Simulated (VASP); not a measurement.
Here is a VASP 6.6.1 calculation.

The input INCAR:

```
SYSTEM = GeW
  PREC = Accurate
  ENCUT = 520
  EDIFF = 1E-6
  ISMEAR = 0
  SIGMA = 0.028000000000000004
  LREAL = .False.
  LASPH = .True.
  NELM = 80
  ALGO = Normal
  ISIF = 2
  LWAVE = .False.
  LCHARG = .False.
  GGA = PE
  NBANDS = 21
```

Contents of KPOINTS:

```
regular mesh
0
Gamma
  9 9 9
  0 0 0
```

Contents of POSCAR:

```
GeW
1.0
    0.0000000000      2.5776100000      2.5776100000
    2.5776100000      0.0000000000      2.5776100000
    2.5776100000      2.5776100000      0.0000000000
Ge W
1 1
Direct
    0.5000000000      0.5000000000      0.5000000000
    0.0000000000      0.0000000000      0.0000000000
```

Potentials or basis: VASP PAW PBE potentials, release 64 (Ge_d, W_sv).

Launch:

```console
$ cat potpaw_PBE.64/Ge_d/POTCAR potpaw_PBE.64/W_sv/POTCAR > POTCAR
$ mpirun -np 1 vasp_std > vasp.out
```

(1) What does it give for the pressure?

(2) Predict the band gap on the k mesh.

## Answers

(1) 0.4 GPa.

(2) zero (band 14 reaches 9.59 eV, above the bottom of band 15 at 7.88 eV).

Caveat: spin-orbit coupling is left out, which moves the levels of the heavy elements.
